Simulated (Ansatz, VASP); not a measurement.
FeGe in VASP and in Ansatz

```
Fe Ge
1.0
     4.45169    0.00000    0.00000
     0.00000    4.45169    0.00000
     0.00000    0.00000    4.45169
Fe Ge
4 4
Direct
  0.13897 0.13897 0.13897
  0.36103 0.86103 0.63897
  0.63897 0.36103 0.86103
  0.86103 0.63897 0.36103
  0.84057 0.84057 0.84057
  0.65943 0.15943 0.34057
  0.34057 0.65943 0.15943
  0.15943 0.34057 0.65943
```

Alike in both runs: functional PBE; k mesh 10 × 10 × 10; occupations gaussian, width 0.03 eV; no spin polarisation.

Ansatz relaxed the structure, and its values are those at the end. VASP's run is a single point on that final structure, the one shown.

|  | VASP | Ansatz |
| --- | --- | --- |
| version | VASP 6.6.1 | Ansatz 0.2.0 |
| potentials or method | VASP PAW PBE potentials, release 64 (Fe, Ge_d), cutoff 520 eV | scalar-relativistic, plane waves, PAW |
| valence electrons in the cell | 88 | 120 |

Ansatz gave:

- gap on the k mesh at the Fermi level (eV): 0.11
- least direct gap on the mesh (eV): 0.14
- rms of the force components (eV/Å): 0.000

Question: Estimate VASP's values.

Answer: gap on the k mesh at the Fermi level (eV): 0.10; least direct gap on the mesh (eV): 0.13; rms of the force components (eV/Å): 0.014.

VASP's potentials hold 88 valence electrons a cell and Ansatz's 120, so a difference there can come from the potentials and not from the codes. Ansatz's warnings: stress scf threshold loose.
